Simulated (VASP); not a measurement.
The system is SnTe.

```
Sn Te
1.0
     0.00000    3.15085    3.15085
     3.15085    0.00000    3.15085
     3.15085    3.15085    0.00000
Sn Te
1 1
Direct
  0.00000 0.00000 0.00000
  0.50000 0.50000 0.50000
```

```yaml
Program: VASP 6.6.1
Task: relaxation of cell and atoms
Functional: LDA
Potentials_or_basis: VASP PAW LDA potentials, release 64 (Sn_d, Te)
Cutoff: 600 eV
k_mesh: 14 × 14 × 14
Occupations: fermi-dirac, width 0.005 eV
Spin: no spin polarisation
```

At the start: pressure -1.4 GPa; volume 31.28 Å³/atom.

How do energy, volume and symmetry change on relaxing?

Over 3 steps the energy falls by 4.2 meV/atom and the volume is 30.37 Å³/atom (-2.9 %); space group Fm-3m (No. 225, to 0.1 Å) before and after.

Step by step:
```csv
step,energy change (eV),largest force (eV/Å),pressure (GPa),volume (Å³)
1,0.0000,0.0000,-1.44,62.56
2,-0.0072,0.0000,0.57,60.05
3,-0.0084,0.0000,0.00,60.73
```

Final structure:
```yaml
crystal:
  lattice:
    - [0.00000, 3.11979, 3.11979]
    - [3.11979, 0.00000, 3.11979]
    - [3.11979, 3.11979, 0.00000]
  atoms:
    - { symbol: Sn, position: [0.00000, 0.00000, 0.00000] }
    - { symbol: Te, position: [0.50000, 0.50000, 0.50000] }
```
